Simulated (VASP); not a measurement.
Wanted: the native input for a VASP 6.6.1 run.

```yaml
Task: single point
Functional: PBEsol
Potentials_or_basis: VASP PAW PBE potentials, release 64 (F)
Cutoff: 520 eV
k_mesh: 8 × 8 × 4
Occupations: gaussian, width 0.02 eV
Spin: no spin polarisation
Dipole_correction: no
Further_INCAR_settings: ALGO = Normal; EDIFF = 1e-06; NBANDS = 22
```

The structure of F lies in POSCAR:

```
F
1.0
    2.9369925703     -1.7510025927      0.1739818115
    2.9369925703      1.7510025927      0.1739818115
   -1.1941193854      0.0000000000      6.7885314917
F
4
Direct
    0.9276422188      0.5807683282      0.0942946714
    0.4192316718      0.0723577812      0.4057053286
    0.0723577812      0.4192316718      0.9057053286
    0.5807683282      0.9276422188      0.5942946714
```

This cell differs from its parent crystal: volume scaled by 0.97, then relaxed in part.

One way to write it, as run:

INCAR

```
ALGO = Normal ; EDIFF = 1E-6
ENCUT = 520 ; GGA = PS
ISIF = 2 ; ISMEAR = 0
LASPH = True ; LCHARG = False
LREAL = False ; LWAVE = False
NBANDS = 22 ; NELM = 80
PREC = Accurate ; SIGMA = 0.02
```

KPOINTS

```
k-points
0
Gamma
  8 8 4
```

Potentials or basis: VASP PAW PBE potentials, release 64 (F).

The run is started by

```bash
$ cat potpaw_PBE.64/F/POTCAR > POTCAR
$ mpirun -np 1 vasp_std > vasp.out
```

It gave:

- Pressure: 0.4 GPa
- Largest force: 0.430 eV/Å
- Band gap on the k mesh: 3.02 eV, direct

Caveat: the PAW data sets were made with another functional, which shifts forces and pressure a little.

Run time: 41 s on 1 thread of Intel(R) Xeon(R) 6975P-C (Granite Rapids), with other jobs on the host, peak memory 0.22 GiB.
